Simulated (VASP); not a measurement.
# SnTe (R-3m) in VASP: notebook

The runs below take SnTe through single point, with PBE.

Everything below comes from runs of VASP 6.6.1. Logs are shortened: lines on timing, memory, paths and dates and some standing lists are left out, and cuts for length are marked.

### Step 1. The cell of the first run

It takes space group R-3m (No. 166, trigonal). Conventional cell: a = 3.833 Å, b = 3.833 Å, c = 30.715 Å, α = 90.00°, β = 90.00°, γ = 120.00°. Sn (site symmetry 3m) has 3 Te at 3.00 Å and 9 Sn at 3.42 to 3.83 Å within 3.9 Å. Within 3.9 Å of Te (site symmetry 3m) lie 3 Sn at 3.00 Å and 6 Te at 3.83 Å.

### Step 2. Single point, PBE

File INCAR:

```
SYSTEM = SnTe
PREC = Accurate
ENCUT = 520
EDIFF = 1E-7
ISMEAR = 0
SIGMA = 0.1
LREAL = .False.
LASPH = .True.
NELM = 80
ALGO = Normal
ISIF = 2
LWAVE = .False.
LCHARG = .True.
GGA = PE
LELF = .True.
LVHAR = .True.
NBANDS = 28
```

File KPOINTS:

```
Automatic mesh
0
Gamma
  6 6 6
  0 0 0
```

File POSCAR:

```
SnTe
1.0
    1.9165483962      1.1065197325     10.2384340377
   -1.9165483962      1.1065197325     10.2384340377
    0.0000000000     -2.2130394649     10.2384340377
Sn Te
2 2
Direct
    0.2092000000      0.2092000000      0.2092000000
    0.7908000000      0.7908000000      0.7908000000
    0.3917000000      0.3917000000      0.3917000000
    0.6083000000      0.6083000000      0.6083000000
```

Potentials or basis: VASP PAW PBE potentials, release 64 (Sn_d, Te).

The run is started by

```console
$ cat potpaw_PBE.64/Sn_d/POTCAR potpaw_PBE.64/Te/POTCAR > POTCAR
$ mpirun -np 1 vasp_std > vasp.out
```

OUTCAR:

```text
SYSTEM = SnTe
   PREC = Accurate
   ENCUT = 520
   EDIFF = 1E-7
   ISMEAR = 0
   LREAL = .False.
   LASPH = .True.
   NELM = 80
   ISIF = 2
   GGA = PE

 ion  position               nearest neighbor table
   1  0.209  0.209  0.209-   4 3.00   4 3.00   4 3.00   2 3.42   2 3.42   2 3.42
   2  0.791  0.791  0.791-   3 3.00   3 3.00   3 3.00   1 3.42   1 3.42   1 3.42
   3  0.392  0.392  0.392-   2 3.00   2 3.00   2 3.00
   4  0.608  0.608  0.608-   1 3.00   1 3.00   1 3.00

  LATTYP: Found a trigonal (rhomboedric) cell.
 ALAT       =    10.4748782913
 COS(alpha) =     0.9330467589

  Lattice vectors:

 A1 = (   1.9165483962,   1.1065197325,  10.2384340377)
 A2 = (  -1.9165483962,   1.1065197325,  10.2384340377)
 A3 = (   0.0000000000,  -2.2130394649,  10.2384340377)

Analysis of symmetry for initial positions (statically):
=====================================================================
 Subroutine PRICEL returns:
 Original cell was already a primitive cell.

 Routine SETGRP: Setting up the symmetry group for a
 trigonal (rhombohedral) supercell.

 Subroutine GETGRP returns: Found 12 space group operations
 (whereof 12 operations were pure point group operations)
 out of a pool of 12 trial point group operations.

The static configuration has the point symmetry D_3d.

Analysis of symmetry for dynamics (positions and initial velocities):
=====================================================================
 Subroutine PRICEL returns:
 Original cell was already a primitive cell.

 Routine SETGRP: Setting up the symmetry group for a
 trigonal (rhombohedral) supercell.

 Subroutine GETGRP returns: Found 12 space group operations
 (whereof 12 operations were pure point group operations)
 out of a pool of 12 trial point group operations.

The dynamic configuration has the point symmetry D_3d.

 Subroutine INISYM returns: Found 12 space group operations
 (whereof 12 operations are pure point group operations),
 and found     1 'primitive' translations

----------------------------------------------------------------------------------------

                                     Primitive cell

  volume of cell :     130.2758

  direct lattice vectors                    reciprocal lattice vectors
     1.916548396  1.106519733 10.238434038     0.260885664  0.150622408  0.032557062
    -1.916548396  1.106519733 10.238434038    -0.260885664  0.150622408  0.032557062
     0.000000000 -2.213039465 10.238434038     0.000000000 -0.301244816  0.032557062

  length of vectors
    10.474878291 10.474878291 10.474878291     0.302999012  0.302999012  0.302999012

  position of ions in fractional coordinates (direct lattice)
     0.209200000  0.209200000  0.209200000
     0.790800000  0.790800000  0.790800000
     0.391700000  0.391700000  0.391700000
     0.608300000  0.608300000  0.608300000

  ion indices of the primitive-cell ions
   primitive index   ion index
                 1           1
                 2           2
                 3           3
                 4           4

----------------------------------------------------------------------------------------

 KPOINTS: Automatic mesh

Automatic generation of k-mesh.
 Grid dimensions read from file:
 generate k-points for:    6    6    6

 Generating k-lattice:

  Cartesian coordinates                     Fractional coordinates (reciprocal lattice)
     0.043480944  0.025103735  0.005426177     0.166666667 -0.000000000  0.000000000
    -0.043480944  0.025103735  0.005426177    -0.000000000  0.166666667  0.000000000
     0.000000000 -0.050207469  0.005426177     0.000000000  0.000000000  0.166666667

  Length of vectors
     0.050499835  0.050499835  0.050499835

  Shift w.r.t. Gamma in fractional coordinates (k-lattice)
     0.000000000  0.000000000  0.000000000

 Subroutine IBZKPT returns following result:
 ===========================================

 Found     32 irreducible k-points:

 Following reciprocal coordinates:
            Coordinates               Weight
  0.000000  0.000000  0.000000      1.000000
  0.166667  0.000000  0.000000      6.000000
  0.333333  0.000000  0.000000      6.000000
  0.500000  0.000000  0.000000      3.000000
  0.166667  0.166667  0.000000      6.000000
  0.333333  0.166667  0.000000     12.000000
[... 16 lines left out ...]
  0.500000  0.500000  0.166667      6.000000
 -0.333333  0.500000  0.166667     12.000000
 [... further k-points ...]
   k-points           NKPTS =     32   k-points in BZ     NKDIM =     32   number of bands    NBANDS=     28
   number of dos      NEDOS =    301   number of ions     NIONS =      4
   total plane-waves  NPLWV = 512000
   dimension x,y,z NGX =    80 NGY =   80 NGZ =   80
   dimension x,y,z NGXF=   160 NGYF=  160 NGZF=  160
   ions per type =               2   2
   NGX,Y,Z   is equivalent  to a cutoff of  12.70, 12.70, 12.70 a.u.
   NGXF,Y,Z  is equivalent  to a cutoff of  25.39, 25.39, 25.39 a.u.
 SYSTEM =  SnTe
   PREC   = accura    normal or accurate (medium, high low for compatibility)
   ISTART =      0    job   : 0-new  1-cont  2-samecut
   ICHARG =      2    charge: 1-file 2-atom 10-const
   ISPIN  =      1    spin polarized calculation?
   LNONCOLLINEAR =      F non collinear calculations
   LSORBIT =      F    spin-orbit coupling
   LASPH  =      T    aspherical Exc in radial PAW
   ENCUT  =  520.0 eV  38.22 Ry    6.18 a.u.  19.48 19.48 19.48*2*pi/ulx,y,z
   NELM   =     80;   NELMIN=  2; NELMDL= -5     # of ELM steps
   EDIFF  = 0.1E-06   stopping-criterion for ELM
   LREAL  =      F    real-space projection
   EDIFFG = 0.1E-05   stopping-criterion for IOM
   NSW    =      0    number of steps for IOM
   IBRION =     -1    ionic relax: 0-MD 1-quasi-New 2-CG
   NFREE  =      0    steps in history (QN), initial steepest desc. (CG)
   ISIF   =      2    stress and relaxation
   ISYM   =      2    0-nonsym 1-usesym 2-fastsym
   POTIM  = 0.5000    time-step for ionic-motion
   TEBEG  =    0.0;   TEEND  =   0.0 temperature during run
   PSTRESS=    0.0 pullay stress
   NELECT =      40.0000    total number of electrons
   NUPDOWN=      -1.0000    fix difference up-down
   EMIN   =  10.00;   EMAX   =-10.00  energy-range for DOS
   EFERMI =   0.00;   METHOD = LEGACY
   ISMEAR =     0;   SIGMA  =   0.10  broadening in eV -4-tet -1-fermi 0-gaus
   EFERMI_NEDOS =   21; number of points for ismear=-14 and -15
   IALGO  =     38    algorithm
   IMIX   =      4    mixing-type and parameters
     AMIX     =   0.40;   BMIX     =  1.00
     AMIX_MAG =   1.60;   BMIX_MAG =  1.00
  volume/ion in A,a.u.               =      32.57       219.79
  Fermi-wavevector in a.u.,A,eV,Ry     =   1.104435  2.087080 16.596076  1.219777
  Thomas-Fermi vector in A             =   2.240908
   LORBIT       =      0    0 simple, 1 ext, 2 COOP (PROOUT), +10 PAW based schemes
   GGA     = PE    functional components
   LHFCALC =     F    Hartree Fock is set to
   AEXX    =    0.0000 exact exchange contribution
   IVDW    =     0    specifies the selected vdW correction
   LEPSILON=     F    determine dielectric tensor
   LRPA    =     F    only Hartree local field effects (RPA)
 non-spin polarized calculation
 Gauss-broadening in eV      SIGMA  =   0.10
  energy-cutoff  :      520.00
  volume of cell :      130.28
 maximum number of plane-waves:      3531
 NGX is ok and might be reduce to    80
   NGX = 39   NGY = 39   NGZ = 39

 number of electron      40.0000000 magnetization

 Free energy of the ion-electron system (eV)
  ---------------------------------------------------
  ext. energy  EPLUGINS =         0.00000000
  ---------------------------------------------------
  free energy    TOTEN  =       -13.87356861 eV

  energy without entropy =      -13.85553204  energy(sigma->0) =      -13.86455032

 E-fermi :   6.1150     XC(G=0):  -9.2886

 val. band max:        6.0931096452   @ k =   0.3333   0.3333   0.1667
 cond. band min:       6.1435651017   @ k =   0.5000   0.1667   0.0000
 fundamental gap:      0.0504554565
 Fermi energy:         6.1149512257

 k-point     1 :       0.0000    0.0000    0.0000
  band No.  band energies     occupation
      1     -15.5233      2.00000
      2     -15.5233      2.00000
      3     -15.5134      2.00000
      4     -15.5134      2.00000
      5     -15.4694      2.00000
      6     -15.4634      2.00000
[... 20 lines left out ...]
     27      12.0612      0.00000
     28      12.7071      0.00000

 k-point     2 :       0.1667    0.0000    0.0000
  band No.  band energies     occupation
      1     -15.5273      2.00000
      2     -15.5159      2.00000
      3     -15.5146      2.00000
      4     -15.5017      2.00000
      5     -15.4715      2.00000
      6     -15.4657      2.00000
[... 20 lines left out ...]
     27      11.6682      0.00000
     28      13.0349      0.00000

 k-point     3 :       0.3333    0.0000    0.0000
  band No.  band energies     occupation
      1     -15.5349      2.00000
      2     -15.5156      2.00000
      3     -15.5052      2.00000
      4     -15.4871      2.00000
      5     -15.4780      2.00000
      6     -15.4648      2.00000
[... 20 lines left out ...]
     27      10.8497      0.00000
     28      11.6534      0.00000

 k-point     4 :       0.5000    0.0000    0.0000
  band No.  band energies     occupation
      1     -15.5384      2.00000
      2     -15.5137      2.00000
      3     -15.5031      2.00000
      4     -15.4991      2.00000
      5     -15.4689      2.00000
      6     -15.4638      2.00000
[... 578 lines left out ...]
     27      11.7372      0.00000
     28      12.5156      0.00000

 k-point    23 :       0.5000    0.5000    0.1667
  band No.  band energies     occupation
      1     -15.5349      2.00000
      2     -15.5156      2.00000
      3     -15.5052      2.00000
      4     -15.4871      2.00000
      5     -15.4780      2.00000
      6     -15.4648      2.00000
[... 20 lines left out ...]
     27      10.7198      0.00000
     28      11.5927      0.00000

 k-point    24 :      -0.3333    0.5000    0.1667
  band No.  band energies     occupation
      1     -15.5282      2.00000
      2     -15.5119      2.00000
      3     -15.5069      2.00000
      4     -15.4878      2.00000
      5     -15.4743      2.00000
      6     -15.4714      2.00000
[... 20 lines left out ...]
     27      11.7325      0.00000
     28      12.3628      0.00000

 [... further k-points ...]

------------------------ aborting loop because EDIFF is reached ----------------------------------------

  FORCE on cell =-STRESS in cart. coord.  units (eV):
  Direction    XX          YY          ZZ          XY          YZ          ZX
  --------------------------------------------------------------------------------------
  -------------------------------------------------------------------------------------
  Total        3.4434898      3.4434898     -2.9457280      0.0000000     -0.0000000      0.0000000
  in kB       42.3492416     42.3492416    -36.2275937      0.0000000     -0.0000000      0.0000000
  external PRESSURE =      16.1569632 kB  Pullay stress =       0.0000000 kB

 VOLUME and BASIS-vectors are now :
 -----------------------------------------------------------------------------
  energy-cutoff  :      520.00
  volume of cell :      130.28
      direct lattice vectors                 reciprocal lattice vectors
     1.916548396  1.106519733 10.238434038     0.260885664  0.150622408  0.032557062
    -1.916548396  1.106519733 10.238434038    -0.260885664  0.150622408  0.032557062
     0.000000000 -2.213039465 10.238434038     0.000000000 -0.301244816  0.032557062

 POSITION                                       TOTAL-FORCE (eV/Angst)
 -----------------------------------------------------------------------------------
      0.00000      0.00000      6.42564         0.000000      0.000000      0.898762
      0.00000      0.00000     24.28966         0.000000     -0.000000     -0.898762
      0.00000      0.00000     12.03118         0.000000      0.000000      0.635892
      0.00000      0.00000     18.68412         0.000000     -0.000000     -0.635892
 -----------------------------------------------------------------------------------
    total drift:                               -0.000000     -0.000000      0.000000

  FREE ENERGIE OF THE ION-ELECTRON SYSTEM (eV)
  ---------------------------------------------------
  free  energy   TOTEN  =       -13.8735686055 eV

  energy  without entropy=      -13.8555320438  energy(sigma->0) =      -13.86455032
```

Run time: 26 min. Hardware: 1 thread of AMD EPYC 7R13, shared host; peak memory 0.95 GiB.

Results:

- Free energy: -13.8736 eV
- Pressure: 1.6 GPa
- Largest force: 0.899 eV/Å
- Band gap on the k mesh: zero (bands 20 and 21 overlap by 1.13 eV)

Forces on the atoms (eV/Å):
```
Sn   0.000  0.000  0.899
Sn   0.000  0.000 -0.899
Te   0.000  0.000  0.636
Te   0.000  0.000 -0.636
```

Caveat: the stress differs along the axes, from -4 to 4 GPa; spin-orbit coupling is left out, which moves the levels of the heavy elements.

(Continued in part 2 of 2.)

The gap in the log of VASP goes by the Fermi energy; the results here count the filled bands.